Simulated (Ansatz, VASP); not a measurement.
**One calculation of CsPbBr3, two programs**

INCAR

```
SYSTEM = CsPbBr3
PREC = Accurate
ENCUT = 520
EDIFF = 1E-6
ISMEAR = 0
SIGMA = 0.02
LREAL = .FALSE.
LASPH = .TRUE.
NELM = 60
ALGO = Normal
ISIF = 2
LWAVE = .FALSE.
LCHARG = .FALSE.
GGA = PE
NBANDS = 30
```

KPOINTS

```
regular mesh
0
G
  6 6 6
  0 0 0
```

The input POSCAR:

```
CsPbBr3
1.0
    5.9420819363      0.0000000000      0.0000000000
    0.0000000000      5.9420819363      0.0000000000
    0.0000000000      0.0000000000      5.9420819363
Cs Pb Br
1 1 3
Direct
    0.0000000000      0.0000000000      0.0000000000
    0.5000000000      0.5000000000      0.5000000000
    0.0000000000      0.5000000000      0.5000000000
    0.5000000000      0.0000000000      0.5000000000
    0.5000000000      0.5000000000      0.0000000000
```

Input for Ansatz:

```yaml
crystal:
  lattice:
    - [5.9420818808, 0.0, 0.0]
    - [0.0, 5.9420818808, 0.0]
    - [0.0, 0.0, 5.9420818808]
  atoms:
    - { symbol: Cs, position: [0.0, 0.0, 0.0] }
    - { symbol: Pb, position: [0.5, 0.5, 0.5] }
    - { symbol: Br, position: [0.0, 0.5, 0.5] }
    - { symbol: Br, position: [0.5, 0.0, 0.5] }
    - { symbol: Br, position: [0.5, 0.5, 0.0] }
basis:
  ecutwfc: 420
kpoints:
  mp_grid: { grid: [6, 6, 6] }
hamiltonian:
  xc: pbe
scf:
  occupations: { method: gaussian, width: 0.02 }
output:
  forces: true
  stress: true
  eigenvalues: true
```

Alike in both runs: task single point; functional PBE; k mesh 6 × 6 × 6; occupations gaussian, width 0.02 eV; no spin polarisation.

|  | VASP | Ansatz |
| --- | --- | --- |
| version | VASP 6.6.1 | Ansatz 0.2.0 |
| potentials or method | VASP PAW PBE potentials, release 64 (Cs_sv, Pb_d, Br), cutoff 520 eV | scalar-relativistic, plane waves, PAW |
| valence electrons in the cell | 44 | 44 |

```csv
,VASP,Ansatz,Ansatz less VASP
gap on the k mesh at the Fermi level (eV),1.68,1.67,-0.006
least direct gap on the mesh (eV),1.68,1.67,-0.006
pressure (GPa),0.6,0.6,+0.01
```

The functional is the same, so the differences come from potentials, cutoffs and numerics.

Spin-orbit coupling is off throughout.
